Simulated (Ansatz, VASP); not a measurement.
# One calculation of AlN, two programs

```
CELL_PARAMETERS angstrom
-1.65675 2.86957 0.00000
0.00000 0.00000 4.18746
4.97025 2.86957 0.00000
ATOMIC_POSITIONS crystal
Al 0.39611 0.75000 0.18274
Al 0.00000 0.75000 0.66667
Al 0.00000 0.25000 0.33333
Al 0.50000 0.25000 0.83333
N 0.50000 0.25000 0.16667
N 0.00000 0.25000 0.66667
N 0.00000 0.75000 0.33333
N 0.50000 0.75000 0.83333
```

Alike in both runs: task single point; functional PBE; k mesh 8 × 6 × 4; occupations gaussian, width 0.05 eV; no spin polarisation.

```csv
,VASP,Ansatz
version,VASP 6.6.1,Ansatz 0.2.0
potentials or method,"VASP PAW PBE potentials, release 64 (Al, N), cutoff 520 eV","scalar-relativistic, plane waves, PAW"
valence electrons in the cell,32,32
```

```tsv
	VASP	Ansatz	Ansatz less VASP
gap on the k mesh at the Fermi level (eV)	3.16	3.15	-0.011
least direct gap on the mesh (eV)	3.16	3.15	-0.011
pressure (GPa)	6.8	7.0	+0.14
traceless stress, the component that is largest in VASP (GPa)	11.98	11.98	0.000
rms of the force components (eV/Å)	2.958	2.948	-0.0102
```

Atom by atom the forces differ by 0.011 eV/Å (rms over components).
